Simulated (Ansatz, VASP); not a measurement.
# Two plane-wave programs on Pd

```
Pd
1.0
     0.00000    1.95718    1.95718
     1.95718    0.00000    1.95718
     1.95718    1.95718    0.00000
Pd
1
Direct
  0.00000 0.00000 0.00000
```

Alike in both runs: task single point; functional PBE; k mesh 4 × 4 × 4; occupations fermi-dirac, width 0.15 eV; non-collinear spin, spin-orbit coupling.

|  | VASP | Ansatz |
| --- | --- | --- |
| version | VASP 6.6.1 | Ansatz 0.2.0 development build |
| potentials or method | VASP PAW PBE potentials, release 64 (Pd) | plane waves, PAW datasets (hand-made set) |
| plane-wave cutoff (eV) | 500 | 600 |
| valence electrons in the cell | 10 | 18 |

|  | VASP | Ansatz | Ansatz less VASP |
| --- | --- | --- | --- |
| net moment per atom (μB) | 0.00 | 0.00 | 0.000 |

VASP's potentials hold 10 valence electrons a cell and Ansatz's 18, so a difference there can come from the potentials and not from the codes. Ansatz's warnings: stress scf threshold loose.

The k mesh is coarse, so the values compare programs but aren't converged.
